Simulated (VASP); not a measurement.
## Hf: single point with PBE

Hf:

```
CELL_PARAMETERS angstrom
0.00000 2.24333 2.24333
2.24333 0.00000 2.24333
2.24333 2.24333 0.00000
ATOMIC_POSITIONS crystal
Hf 0.00000 0.00000 0.00000
```

```
Program             : VASP 6.6.1
Task                : single point
Functional          : PBE
Potentials or basis : VASP PAW PBE potentials, release 64 (Hf_pv)
Cutoff              : 520 eV
k mesh              : 20 × 20 × 20
Occupations         : fermi-dirac, width 0.1 eV
Spin                : no spin polarisation
```

The pressure is -0.4 GPa and the band gap on the k mesh is zero (band 5 reaches 6.08 eV, above the bottom of band 6 at 4.20 eV).

Levels at points of the mesh, in eV from the Fermi level:
```tsv
k point	band 3	band 4	band 5	band 6	band 7	band 8
(0.00, 0.00, 0.00)	-30.05	-7.18	1.40	1.40	1.40	4.15
(0.50, 0.00, 0.00)	-30.15	-3.61	0.55	1.18	1.18	6.24
(0.50, 0.50, 0.00)	-30.33	-3.22	-2.10	2.47	6.25	6.85
```

Run time: 98 s on 1 thread of AMD EPYC 7R13, on a shared host, peak memory 0.16 GiB.

Caveat: spin-orbit coupling is left out, which moves the levels of the heavy elements.
